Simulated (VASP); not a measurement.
The system is Hf.

```xyz
1
Lattice="-1.8170 1.8170 1.8170 1.8170 -1.8170 1.8170 1.8170 1.8170 -1.8170" Properties=species:S:1:pos:R:3 pbc="T T T"
Hf    0.0000    0.0000    0.0000
```

Base run:

* Program: VASP 6.6.1
* Functional: r2SCAN
* Potentials or basis: VASP PAW PBE potentials, release 64 (Hf_pv)
* Cutoff: 520 eV
* k mesh: 10 × 10 × 10
* Occupations: fermi-dirac, width 0.05 eV
* Spin: no spin polarisation

Its results: band gap on the k mesh zero (band 5 reaches 5.70 eV, above the bottom of band 6 at 3.29 eV); pressure -7.6 GPa.

Q: The run is repeated on the same cell with these changes: functional from r2SCAN to PBEsol; further incar settings from ALGO = Normal; EDIFF = 1e-07; NBANDS = 11 to ALGO = Fast; EDIFF = 1e-06; NBANDS = 11. What comes out?

A: Band gap on the k mesh zero (band 5 reaches 5.41 eV, above the bottom of band 6 at 3.27 eV); pressure -10.8 GPa.

Caveats: the PAW data sets were made with another functional, which shifts forces and pressure a little; spin-orbit coupling is left out, which moves the levels of the heavy elements.
